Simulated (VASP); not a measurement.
# InSb (CsCl type) (Pm-3m) in VASP: a series of runs

InSb (CsCl type) is run at these levels: PBE; tasks: single point.

All numbers are computed with VASP 6.6.1; they aren't measurements. Logs are shortened: lines on timing, memory, paths and dates and some standing lists are left out, and cuts for length are marked.

### 1 The cell of the first run

The structure is cubic, space group Pm-3m (No. 221). Conventional cell: a = 3.411 Å, b = 3.411 Å, c = 3.411 Å, α = 90.00°, β = 90.00°, γ = 90.00°. Within 3.9 Å of In (site symmetry m-3m) lie 8 Sb at 2.95 Å and 6 In at 3.41 Å. Sb (site symmetry m-3m) has 8 In at 2.95 Å and 6 Sb at 3.41 Å within 3.9 Å.

### 2 Single point, PBE (volume scaled by 0.72)

INCAR reads:

```
PREC = Accurate ; ENCUT = 520
EDIFF = 1E-6 ; ISMEAR = -1
SIGMA = 0.08 ; LREAL = F
LASPH = T ; NELM = 60
ALGO = Normal ; ISIF = 2
LWAVE = F ; LCHARG = T
GGA = PE ; LELF = T
LVHAR = T ; NBANDS = 16
```

KPOINTS reads:

```
regular mesh
0
Gamma
  11 11 11
```

POSCAR reads:

```
InSb
1.0
    3.4114865410      0.0000000000      0.0000000000
    0.0000000000      3.4114865410      0.0000000000
    0.0000000000      0.0000000000      3.4114865410
In Sb
1 1
Direct
    0.0000000000      0.0000000000      0.0000000000
    0.5000000000      0.5000000000      0.5000000000
```

Potentials or basis: VASP PAW PBE potentials, release 64 (In_d, Sb).

Launch:

```sh
$ cat potpaw_PBE.64/In_d/POTCAR potpaw_PBE.64/Sb/POTCAR > POTCAR
$ mpirun -np 1 vasp_std > vasp.out
```

OUTCAR:

```text
PREC = Accurate
   ENCUT = 520
   EDIFF = 1E-6
   ISMEAR = -1
   LREAL = F
   LASPH = T
   NELM = 60
   ISIF = 2
   GGA = PE

 ion  position               nearest neighbor table
   1  0.000  0.000  0.000-   2 2.95   2 2.95   2 2.95   2 2.95   2 2.95   2 2.95   2 2.95   2 2.95

   2  0.500  0.500  0.500-   1 2.95   1 2.95   1 2.95   1 2.95   1 2.95   1 2.95   1 2.95   1 2.95

  LATTYP: Found a simple cubic cell.
 ALAT       =     3.4114865410

  Lattice vectors:

 A1 = (   3.4114865410,   0.0000000000,   0.0000000000)
 A2 = (   0.0000000000,   3.4114865410,   0.0000000000)
 A3 = (   0.0000000000,   0.0000000000,   3.4114865410)

Analysis of symmetry for initial positions (statically):
=====================================================================
 Subroutine PRICEL returns:
 Original cell was already a primitive cell.

 Routine SETGRP: Setting up the symmetry group for a
 simple cubic supercell.

 Subroutine GETGRP returns: Found 48 space group operations
 (whereof 48 operations were pure point group operations)
 out of a pool of 48 trial point group operations.

The static configuration has the point symmetry O_h .

Analysis of symmetry for dynamics (positions and initial velocities):
=====================================================================
 Subroutine PRICEL returns:
 Original cell was already a primitive cell.

 Routine SETGRP: Setting up the symmetry group for a
 simple cubic supercell.

 Subroutine GETGRP returns: Found 48 space group operations
 (whereof 48 operations were pure point group operations)
 out of a pool of 48 trial point group operations.

The dynamic configuration has the point symmetry O_h .

 Subroutine INISYM returns: Found 48 space group operations
 (whereof 48 operations are pure point group operations),
 and found     1 'primitive' translations

----------------------------------------------------------------------------------------

                                     Primitive cell

  volume of cell :      39.7037

  direct lattice vectors                    reciprocal lattice vectors
     3.411486541  0.000000000  0.000000000     0.293127347  0.000000000  0.000000000
     0.000000000  3.411486541  0.000000000     0.000000000  0.293127347  0.000000000
     0.000000000  0.000000000  3.411486541     0.000000000  0.000000000  0.293127347

  length of vectors
     3.411486541  3.411486541  3.411486541     0.293127347  0.293127347  0.293127347

  position of ions in fractional coordinates (direct lattice)
     0.000000000  0.000000000  0.000000000
     0.500000000  0.500000000  0.500000000

  ion indices of the primitive-cell ions
   primitive index   ion index
                 1           1
                 2           2

----------------------------------------------------------------------------------------

 KPOINTS: regular mesh

Automatic generation of k-mesh.
 Grid dimensions read from file:
 generate k-points for:   11   11   11

 Generating k-lattice:

  Cartesian coordinates                     Fractional coordinates (reciprocal lattice)
     0.026647941  0.000000000  0.000000000     0.090909091  0.000000000  0.000000000
     0.000000000  0.026647941  0.000000000     0.000000000  0.090909091  0.000000000
     0.000000000  0.000000000  0.026647941     0.000000000  0.000000000  0.090909091

  Length of vectors
     0.026647941  0.026647941  0.026647941

  Shift w.r.t. Gamma in fractional coordinates (k-lattice)
     0.000000000  0.000000000  0.000000000

 Subroutine IBZKPT returns following result:
 ===========================================

 Found     56 irreducible k-points:

 Following reciprocal coordinates:
            Coordinates               Weight
  0.000000  0.000000  0.000000      1.000000
  0.090909  0.000000  0.000000      6.000000
  0.181818  0.000000  0.000000      6.000000
  0.272727  0.000000  0.000000      6.000000
  0.363636  0.000000  0.000000      6.000000
  0.454545  0.000000  0.000000      6.000000
[... 16 lines left out ...]
  0.181818  0.090909  0.090909     24.000000
  0.272727  0.090909  0.090909     24.000000
 [... further k-points ...]
   k-points           NKPTS =     56   k-points in BZ     NKDIM =     56   number of bands    NBANDS=     16
   number of dos      NEDOS =    301   number of ions     NIONS =      2
   total plane-waves  NPLWV =  21952
   dimension x,y,z NGX =    28 NGY =   28 NGZ =   28
   dimension x,y,z NGXF=    56 NGYF=   56 NGZF=   56
   ions per type =               1   1
   NGX,Y,Z   is equivalent  to a cutoff of  13.64, 13.64, 13.64 a.u.
   NGXF,Y,Z  is equivalent  to a cutoff of  27.29, 27.29, 27.29 a.u.
 SYSTEM =  unknown system
   PREC   = accura    normal or accurate (medium, high low for compatibility)
   ISTART =      0    job   : 0-new  1-cont  2-samecut
   ICHARG =      2    charge: 1-file 2-atom 10-const
   ISPIN  =      1    spin polarized calculation?
   LNONCOLLINEAR =      F non collinear calculations
   LSORBIT =      F    spin-orbit coupling
   LASPH  =      T    aspherical Exc in radial PAW
   ENCUT  =  520.0 eV  38.22 Ry    6.18 a.u.   6.34  6.34  6.34*2*pi/ulx,y,z
   NELM   =     60;   NELMIN=  2; NELMDL= -5     # of ELM steps
   EDIFF  = 0.1E-05   stopping-criterion for ELM
   LREAL  =      F    real-space projection
   EDIFFG = 0.1E-04   stopping-criterion for IOM
   NSW    =      0    number of steps for IOM
   IBRION =     -1    ionic relax: 0-MD 1-quasi-New 2-CG
   NFREE  =      0    steps in history (QN), initial steepest desc. (CG)
   ISIF   =      2    stress and relaxation
   ISYM   =      2    0-nonsym 1-usesym 2-fastsym
   POTIM  = 0.5000    time-step for ionic-motion
   TEBEG  =    0.0;   TEEND  =   0.0 temperature during run
   PSTRESS=    0.0 pullay stress
   NELECT =      18.0000    total number of electrons
   NUPDOWN=      -1.0000    fix difference up-down
   EMIN   =  10.00;   EMAX   =-10.00  energy-range for DOS
   EFERMI =   0.00;   METHOD = LEGACY
   ISMEAR =    -1;   SIGMA  =   0.08  broadening in eV -4-tet -1-fermi 0-gaus
   EFERMI_NEDOS =   21; number of points for ismear=-14 and -15
   IALGO  =     38    algorithm
   IMIX   =      4    mixing-type and parameters
     AMIX     =   0.40;   BMIX     =  1.00
     AMIX_MAG =   1.60;   BMIX_MAG =  1.00
  volume/ion in A,a.u.               =      19.85       133.97
  Fermi-wavevector in a.u.,A,eV,Ry     =   1.257637  2.376589 21.519669  1.581651
  Thomas-Fermi vector in A             =   2.391286
   LORBIT       =      0    0 simple, 1 ext, 2 COOP (PROOUT), +10 PAW based schemes
   GGA     = PE    functional components
   LHFCALC =     F    Hartree Fock is set to
   AEXX    =    0.0000 exact exchange contribution
   IVDW    =     0    specifies the selected vdW correction
   LEPSILON=     F    determine dielectric tensor
   LRPA    =     F    only Hartree local field effects (RPA)
 non-spin polarized calculation
  energy-cutoff  :      520.00
  volume of cell :       39.70
 maximum number of plane-waves:      1082
 NGX is ok and might be reduce to    28
   NGX = 13   NGY = 13   NGZ = 13

 number of electron      17.9999991 magnetization

 Free energy of the ion-electron system (eV)
  ---------------------------------------------------
  ext. energy  EPLUGINS =         0.00000000
  ---------------------------------------------------
  free energy    TOTEN  =        -5.34221806 eV

  energy without entropy =       -5.31682886  energy(sigma->0) =       -5.32952346

 E-fermi :  12.1300     XC(G=0): -11.6329

 val. band max:       12.1197273860   @ k =   0.3636   0.0909   0.0909
 cond. band min:      12.1704257022   @ k =   0.3636   0.1818   0.0909
 fundamental gap:      0.0506983162
 Fermi energy:        12.1299806046

 k-point     1 :       0.0000    0.0000    0.0000
  band No.  band energies     occupation
      1      -3.0771      2.00000
      2      -3.0771      2.00000
      3      -2.7807      2.00000
      4      -2.7807      2.00000
      5      -2.7807      2.00000
      6      -1.9522      2.00000
[... 8 lines left out ...]
     15      23.6536      0.00000
     16      24.8742      0.00000

 k-point     2 :       0.0909    0.0000    0.0000
  band No.  band energies     occupation
      1      -3.0753      2.00000
      2      -3.0582      2.00000
      3      -2.7921      2.00000
      4      -2.7921      2.00000
      5      -2.7804      2.00000
      6      -1.8415      2.00000
[... 8 lines left out ...]
     15      22.8717      0.00000
     16      24.0304      0.00000

 k-point     3 :       0.1818    0.0000    0.0000
  band No.  band energies     occupation
      1      -3.0706      2.00000
      2      -3.0093      2.00000
      3      -2.8226      2.00000
      4      -2.8226      2.00000
      5      -2.7798      2.00000
      6      -1.5094      2.00000
[... 8 lines left out ...]
     15      21.3336      0.00000
     16      22.6493      0.00000

 k-point     4 :       0.2727    0.0000    0.0000
  band No.  band energies     occupation
      1      -3.0643      2.00000
      2      -2.9478      2.00000
      3      -2.8618      2.00000
      4      -2.8618      2.00000
      5      -2.7790      2.00000
      6      -0.9639      2.00000
[... 8 lines left out ...]
     15      21.3521      0.00000
     16      21.4772      0.00000
[... 324 lines left out ...]
 k-point    22 :       0.0909    0.0909    0.0909
  band No.  band energies     occupation
      1      -3.0453      2.00000
      2      -3.0453      2.00000
      3      -2.8186      2.00000
      4      -2.8000      2.00000
      5      -2.8000      2.00000
      6      -1.6104      2.00000
[... 8 lines left out ...]
     15      21.5601      0.00000
     16      24.7071      0.00000

 k-point    23 :       0.1818    0.0909    0.0909
  band No.  band energies     occupation
      1      -3.0404      2.00000
      2      -2.9935      2.00000
      3      -2.8573      2.00000
      4      -2.8316      2.00000
      5      -2.7996      2.00000
      6      -1.2663      2.00000
[... 8 lines left out ...]
     15      21.4464      0.00000
     16      24.1641      0.00000

 k-point    24 :       0.2727    0.0909    0.0909
  band No.  band energies     occupation
      1      -3.0338      2.00000
      2      -2.9286      2.00000
      3      -2.9035      2.00000
      4      -2.8725      2.00000
      5      -2.7973      2.00000
      6      -0.7098      2.00000
[... 8 lines left out ...]
     15      21.5775      0.00000
     16      22.8646      0.00000

 [... further k-points ...]
[... 5 lines left out ...]
  --------------------------------------------------------------------------------------
  -------------------------------------------------------------------------------------
  Total        8.2341447      8.2341447      8.2341447     -0.0000000     -0.0000000      0.0000000
  in kB      332.2753234    332.2753234    332.2753234     -0.0000000     -0.0000000      0.0000000
  external PRESSURE =     332.2753234 kB  Pullay stress =       0.0000000 kB

 VOLUME and BASIS-vectors are now :
 -----------------------------------------------------------------------------
  energy-cutoff  :      520.00
  volume of cell :       39.70
      direct lattice vectors                 reciprocal lattice vectors
     3.411486541  0.000000000  0.000000000     0.293127347  0.000000000  0.000000000
     0.000000000  3.411486541  0.000000000     0.000000000  0.293127347  0.000000000
     0.000000000  0.000000000  3.411486541     0.000000000  0.000000000  0.293127347

 POSITION                                       TOTAL-FORCE (eV/Angst)
 -----------------------------------------------------------------------------------
      0.00000      0.00000      0.00000         0.000000      0.000000      0.000000
      1.70574      1.70574      1.70574         0.000000      0.000000      0.000000
 -----------------------------------------------------------------------------------
    total drift:                               -0.000000     -0.000000     -0.000000

  FREE ENERGIE OF THE ION-ELECTRON SYSTEM (eV)
  ---------------------------------------------------
  free  energy   TOTEN  =        -5.3422180561 eV

  energy  without entropy=       -5.3168288608  energy(sigma->0) =       -5.32952346
```

It took 25 s on 1 thread of Intel Xeon Platinum 8259CL at 2.50GHz (Skylake/Cascade Lake), shared host; peak memory 0.18 GiB.

Results:

```yaml
Free_energy: -5.3422 eV
Pressure: 33.2 GPa
Band_gap_on_the_k_mesh: zero (band 9 reaches 13.90 eV, above the bottom of band 10 at 9.77 eV)
```

Caveat: spin-orbit coupling is left out, which moves the levels of the heavy elements.

### 3 Single point, PBE (volume scaled by 0.72)

INCAR reads:

```
SYSTEM = InSb
PREC = Accurate
ENCUT = 520
EDIFF = 1E-6
ISMEAR = -1
SIGMA = 0.08
LREAL = .False.
LASPH = .True.
NELM = 60
ALGO = Normal
ISIF = 2
LWAVE = .False.
LCHARG = .False.
GGA = PE
NBANDS = 16
```

KPOINTS reads:

```
regular mesh
0
Gamma
  11 11 11
  0 0 0
```

POSCAR is that of step 2.

Potentials or basis: VASP PAW PBE potentials, release 64 (In_d, Sb).

Launch:

```sh
$ cat potpaw_PBE.64/In_d/POTCAR potpaw_PBE.64/Sb/POTCAR > POTCAR
$ mpirun -np 1 vasp_std > vasp.out
```

Run time: 24 s. Hardware: 1 thread of Intel Xeon Platinum 8259CL at 2.50GHz (Skylake/Cascade Lake), shared host; peak memory 0.18 GiB.

It converged, with:

```yaml
Free_energy: -5.3422 eV
Pressure: 33.2 GPa
Band_gap_on_the_k_mesh: zero (band 9 reaches 13.90 eV, above the bottom of band 10 at 9.77 eV)
```

Levels at points of the mesh, in eV from the Fermi level:
```csv
k point,band 7,band 8,band 9,band 10,band 11,band 12
"(0.00, 0.00, 0.00)",-1.16,-1.16,-1.16,-0.19,3.90,3.90
```

Caveat: spin-orbit coupling is left out, which moves the levels of the heavy elements.

### 4 Single point, PBE (volume scaled by 0.8)

INCAR reads:

```
PREC = Accurate ; ENCUT = 520
EDIFF = 1E-6 ; ISMEAR = -1
SIGMA = 0.08 ; LREAL = F
LASPH = T ; NELM = 80
ALGO = Normal ; ISIF = 2
LWAVE = F ; LCHARG = T
GGA = PE ; LELF = T
LVHAR = T ; NBANDS = 16
```

KPOINTS reads:

```
regular mesh
0
Gamma
  11 11 11
```

POSCAR reads:

```
InSb
1.0
    3.5334272913      0.0000000000      0.0000000000
    0.0000000000      3.5334272913      0.0000000000
    0.0000000000      0.0000000000      3.5334272913
In Sb
1 1
Direct
    0.0000000000      0.0000000000      0.0000000000
    0.5000000000      0.5000000000      0.5000000000
```

Launch:

```sh
$ cat potpaw_PBE.64/In_d/POTCAR potpaw_PBE.64/Sb/POTCAR > POTCAR
$ mpirun -np 1 vasp_std > vasp.out
```

Run time: 30 s. Hardware: 1 thread of Intel Xeon Platinum 8259CL at 2.50GHz (Skylake/Cascade Lake), shared host; peak memory 0.18 GiB.

It converged, with:

```yaml
Free_energy: -6.0188 eV
Pressure: 17.2 GPa
Band_gap_on_the_k_mesh: zero (band 9 reaches 12.02 eV, above the bottom of band 10 at 8.29 eV)
```

Levels at points of the mesh, in eV from the Fermi level:
```csv
k point,band 6,band 7,band 8,band 9,band 10,band 11,band 12,band 13
"(0.00, 0.00, 0.00)",-13.07,-0.95,-0.95,-0.95,-0.92,3.96,3.96,10.36
```

Caveat: spin-orbit coupling is left out, which moves the levels of the heavy elements.

### 5 Single point, PBE (volume scaled by 0.8)

INCAR reads:

```
SYSTEM = InSb
  PREC = Accurate
  ENCUT = 520
  EDIFF = 1E-6
  ISMEAR = -1
  SIGMA = 0.08
  LREAL = .False.
  LASPH = .True.
  NELM = 60
  ALGO = Normal
  ISIF = 2
  LWAVE = .False.
  LCHARG = .True.
  GGA = PE
  LELF = .True.
  LVHAR = .True.
  NBANDS = 16
```

KPOINTS reads:

```
regular mesh
0
Gamma
  11 11 11
  0 0 0
```

POSCAR is that of step 4.

Launch:

```sh
$ cat potpaw_PBE.64/In_d/POTCAR potpaw_PBE.64/Sb/POTCAR > POTCAR
$ mpirun -np 1 vasp_std > vasp.out
```

It took 35 s on 1 thread of Intel Xeon Platinum 8259CL at 2.50GHz (Skylake/Cascade Lake), shared host; peak memory 0.18 GiB.

Results (log left out):

- Free energy: -6.0188 eV
- Pressure: 17.2 GPa
- Band gap on the k mesh: zero (band 9 reaches 12.02 eV, above the bottom of band 10 at 8.29 eV)

Levels at points of the mesh, in eV from the Fermi level:
```tsv
k point	band 7	band 8	band 9	band 10	band 11	band 12
(0.00, 0.00, 0.00)	-0.95	-0.95	-0.95	-0.92	3.96	3.96
```

Caveat: spin-orbit coupling is left out, which moves the levels of the heavy elements.
